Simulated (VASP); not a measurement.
Here is a VASP 6.6.1 calculation.

File INCAR:

```
PREC = Accurate ; ENCUT = 600
EDIFF = 1E-6 ; ISMEAR = 1
SIGMA = 0.1 ; LREAL = False
LASPH = True ; NELM = 80
ALGO = Normal ; ISIF = 3
LWAVE = False ; LCHARG = False
GGA = PE ; IBRION = 2
NSW = 80 ; EDIFFG = -0.01
PSTRESS = 50.0
```

File KPOINTS:

```
regular mesh
0
Gamma
  13 13 13
```

POSCAR

```
Se
1.0
   -1.4038000000      1.4038000000      1.4038000000
    1.4038000000     -1.4038000000      1.4038000000
    1.4038000000      1.4038000000     -1.4038000000
Se
1
Direct
    0.0000000000      0.0000000000      0.0000000000
```

Potentials or basis: VASP PAW PBE potentials, release 64 (Se).

Run with:

```sh
$ cat potpaw_PBE.64/Se/POTCAR > POTCAR
$ mpirun -np 1 vasp_std > vasp.out
```

(1) Estimate the band gap on the k mesh.

(2) Estimate the relaxed cell.

(3) Estimate the space group after relaxing (to 0.05 Å).

(4) Estimate the relaxed volume.

Answers

(1) zero (band 3 reaches 9.56 eV, above the bottom of band 4 at 2.71 eV).

(2) a = 2.918 Å, b = 2.918 Å, c = 2.918 Å, α = 109.47°, β = 109.47°, γ = 109.47°.

(3) Im-3m (No. 229).

(4) 19.12 Å³/atom.

Caveat: the cell is relaxed towards a set pressure, so the enthalpy falls and the energy may rise; the volume moved by over 15 % at a fixed basis, so the end points are rough.
